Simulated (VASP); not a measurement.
Write the native input for VASP 6.6.1 that does the following.

| Quantity | Value |
| --- | --- |
| Task | single point |
| Functional | PBEsol |
| Potentials or basis | VASP PAW PBE potentials, release 64 (C) |
| Cutoff | 520 eV |
| k mesh | 10 × 10 × 10 |
| Occupations | gaussian, width 0.02 eV |
| Spin | no spin polarisation |
| Dipole correction | no |
| Further INCAR settings | ALGO = Normal; EDIFF = 1e-07; NBANDS = 11 |

The structure of C lies in POSCAR:

```
C
1.0
    0.0000000000      2.1861634109      2.1861634109
    2.1861634109      0.0000000000      2.1861634109
    2.1861634109      2.1861634109      0.0000000000
C
2
Direct
    0.5000000000      0.5000000000      0.5000000000
    0.7500000000      0.7500000000      0.7500000000
```

This cell differs from its parent crystal: Ge replaced by C, lengths x 0.780, strained.

These files were run (other wordings do the same):

INCAR

```
SYSTEM = C
PREC = Accurate
ENCUT = 520
EDIFF = 1E-7
ISMEAR = 0
SIGMA = 0.02
LREAL = .FALSE.
LASPH = .TRUE.
NELM = 100
ALGO = Normal
ISIF = 2
LWAVE = .FALSE.
LCHARG = .FALSE.
GGA = PS
NBANDS = 11
```

KPOINTS

```
regular mesh
0
G
  10 10 10
  0 0 0
```

Potentials or basis: VASP PAW PBE potentials, release 64 (C).

The run is started by

```bash
$ cat potpaw_PBE.64/C/POTCAR > POTCAR
$ mpirun -np 1 vasp_std > vasp.out
```

It gave:

| Property | Result |
| --- | --- |
| Pressure | -80.4 GPa |
| Band gap on the k mesh | 2.29 eV (least direct gap 2.36 eV) |

Caveat: the cell differs from its parent crystal (Ge replaced by C, lengths x 0.780, strained); the cell stands under tension; the PAW data sets were made with another functional, which shifts forces and pressure a little.

Run time: 7.2 s on 1 thread of Intel(R) Xeon(R) Platinum 8488C (Sapphire Rapids) (shared host), peak memory 0.13 GiB.
